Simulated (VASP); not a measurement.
## Ir: single point with HSE06

Ir:

```
Ir
1.0
     2.75138    0.00000    0.00000
    -1.37569    2.38276    0.00000
     0.00000    0.00000    4.46229
Ir
2
Direct
  0.33333 0.66667 0.25000
  0.66667 0.33333 0.75000
```

This isn't the form of Ir at room conditions, which is fcc.

```
Program                            : VASP 6.6.1
Task                               : single point
Functional                         : HSE06
Potentials or basis                : VASP PAW PBE potentials, release 64 (Ir_sv_GW)
Cutoff                             : 420 eV
k mesh                             : 6 × 6 × 3
Occupations                        : fermi-dirac, width 0.05 eV
Spin                               : no spin polarisation
Dipole correction                  : no
Grid for exact exchange (PRECFOCK) : Normal
Further INCAR settings             : ALGO = Normal; EDIFF = 1e-06; NBANDS = 24
Share of exact exchange            : 0.25
Screening parameter                : 0.2079 1/Å
```

```
Pressure               : -16.3 GPa
Band gap on the k mesh : zero (bands 17 and 18 overlap by 3.84 eV)
```

Stress tensor (GPa, compression positive):
```
-11.32   0.00   0.00
  0.00 -11.32   0.00
  0.00   0.00 -26.17
```

Levels at points of the mesh, in eV from the Fermi level:
| k point | band 14 | band 15 | band 16 | band 17 | band 18 | band 19 | band 20 | band 21 | band 22 | band 23 |
| --- | --- | --- | --- | --- | --- | --- | --- | --- | --- | --- |
| (0.00, 0.00, 0.00) | -3.46 | -3.46 | -2.64 | -2.64 | -0.69 | 0.67 | 0.67 | 8.03 | 14.97 | 16.96 |
| (0.50, 0.00, 0.00) | -3.47 | -3.18 | 0.97 | 1.30 | 1.41 | 3.47 | 5.11 | 9.19 | 11.20 | 12.25 |

Wall time 18 min on 1 thread of Intel(R) Xeon(R) Platinum 8488C (Sapphire Rapids) (shared host), peak memory 0.24 GiB.

Caveat: the k points lie up to 0.47 Å⁻¹ apart, too coarse for converged energies and pressures of a metal; the PAW data sets were made with another functional, which shifts forces and pressure a little; spin-orbit coupling is left out, which moves the levels of the heavy elements.
